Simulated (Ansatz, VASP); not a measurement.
**Two plane-wave programs on C**

POSCAR

```
C
1.0
    1.7801417073     -1.7801417073      0.0000000000
    1.7801417073      0.0000000000     -1.7801417073
    9.4942077818      5.9337463530      5.9337463530
C
12
Direct
    0.4860798600      0.4860798600      0.2708666667
   -0.0694701400     -0.0694701400      0.1042000000
    0.0416298600      0.0416298600      0.4375333333
    0.1527298600      0.1527298600      0.7708666667
    0.5971798600      0.5971798600      0.6042000000
   -0.2917201400     -0.2917201400      0.9375333333
    0.4027423600      0.4027423600      0.3958666667
    0.8471923600      0.8471923600      0.2292000000
   -0.0417076400     -0.0417076400      0.5625333333
    0.0693923600      0.0693923600      0.8958666667
   -0.4861576400     -0.4861576400      0.7292000000
    0.2916423600      0.2916423600      0.0625333333
```

The input INCAR.step1:

```
SYSTEM = C
PREC = Accurate ; ENCUT = 520
ISMEAR = 0 ; SIGMA = 0.05
LREAL = .False. ; LASPH = .True.
NELM = 100 ; NBANDS = 36
GGA = PE ; ALGO = Normal
EDIFF = 1E-4 ; LWAVE = .True.
LCHARG = .False.
```

The input INCAR.step2:

```
SYSTEM = C
PREC = Accurate ; ENCUT = 520
EDIFF = 1E-6 ; ISMEAR = 0
SIGMA = 0.05 ; LREAL = .False.
LASPH = .True. ; NELM = 100
ALGO = Normal ; ISIF = 2
LWAVE = .False. ; LCHARG = .True.
METAGGA = R2SCAN ; LMIXTAU = .True.
LELF = .True. ; LVHAR = .True.
NBANDS = 36 ; ISTART = 1
```

Contents of KPOINTS:

```
regular mesh
0
Gamma
  10 10 2
  0 0 0
```

Input for Ansatz:

```yaml
crystal:
  lattice:
    - [1.7801417073, -1.7801417073, 0.0]
    - [1.7801417073, 0.0, -1.7801417073]
    - [9.4942077818, 5.933746353, 5.933746353]
  atoms:
    - { symbol: C, position: [0.48607986, 0.48607986, 0.2708666667] }
    - { symbol: C, position: [-0.06947014, -0.06947014, 0.1042] }
    - { symbol: C, position: [0.04162986, 0.04162986, 0.4375333333] }
    - { symbol: C, position: [0.15272986, 0.15272986, 0.7708666667] }
    - { symbol: C, position: [0.59717986, 0.59717986, 0.6042] }
    - { symbol: C, position: [-0.29172014, -0.29172014, 0.9375333333] }
    - { symbol: C, position: [0.40274236, 0.40274236, 0.3958666667] }
    - { symbol: C, position: [0.84719236, 0.84719236, 0.2292] }
    - { symbol: C, position: [-0.04170764, -0.04170764, 0.5625333333] }
    - { symbol: C, position: [0.06939236, 0.06939236, 0.8958666667] }
    - { symbol: C, position: [-0.48615764, -0.48615764, 0.7292] }
    - { symbol: C, position: [0.29164236, 0.29164236, 0.0625333333] }
basis:
  ecutwfc: 500
kpoints:
  mp_grid: { grid: [10, 10, 2] }
hamiltonian:
  xc: r2scan
scf:
  occupations: { method: gaussian, width: 0.05 }
output:
  forces: true
  stress: true
  eigenvalues: true
```

Alike in both runs: task single point; functional r2SCAN; k mesh 10 × 10 × 2; occupations gaussian, width 0.05 eV; no spin polarisation.

```csv
,VASP,Ansatz
version,VASP 6.6.1,Ansatz 0.2.0
potentials or method,"VASP PAW PBE potentials, release 64 (C), cutoff 520 eV","scalar-relativistic, plane waves, PAW"
valence electrons in the cell,48,48
```

```tsv
	VASP	Ansatz	Ansatz less VASP
gap on the k mesh at the Fermi level (eV)	none	none	-
pressure (GPa)	2.3	1.2	-1.09
traceless stress, the component that is largest in VASP (GPa)	9.38	9.42	+0.038
rms of the force components (eV/Å)	0.883	0.894	+0.0111
```

VASP's potentials were made for PBE, not for r2SCAN. Atom by atom the forces differ by 0.011 eV/Å (rms over components). A gap of «none» marks a metal or a gap that the smearing closes. The functional is the same, so the differences come from potentials, cutoffs and numerics.
